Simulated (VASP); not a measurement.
## Ge: single point with LDA

Crystal: Ge.

```xyz
2
Lattice="0.0000 2.8658 2.8658 2.8658 0.0000 2.8658 2.8658 2.8658 0.0000" Properties=species:S:1:pos:R:3 pbc="T T T"
Ge    2.8658    2.8658    2.8658
Ge    4.2988    4.2988    4.2988
```

| Item | Value |
| --- | --- |
| Program | VASP 6.6.1 |
| Task | single point |
| Functional | LDA |
| Potentials or basis | VASP PAW LDA potentials, release 64 (Ge_d) |
| Cutoff | 520 eV |
| k mesh | 14 × 14 × 14 |
| Occupations | gaussian, width 0.1 eV |
| Spin | no spin polarisation |

```
Pressure               : -3.5 GPa
Band gap on the k mesh : zero (bands 14 and 15 overlap by 0.05 eV)
```

Levels at points of the mesh, in eV from the Fermi level:
```tsv
k point	band 11	band 12	band 13	band 14	band 15	band 16	band 17	band 18
(0.00, 0.00, 0.00)	-12.47	-0.45	0.04	0.04	0.04	2.55	2.55	2.55
(0.50, 0.00, 0.00)	-10.48	-7.42	-1.31	-1.31	-0.01	3.73	3.73	6.98
(0.50, 0.50, 0.00)	-8.74	-8.74	-2.90	-2.90	0.75	0.75	9.13	9.13
```

Wall time 92 s on 1 thread of Intel Xeon 8259CL (shared host), peak memory 0.2 GiB.

Caveat: the cell stands under tension; semilocal functionals underestimate gaps, and a narrow one can read as zero.
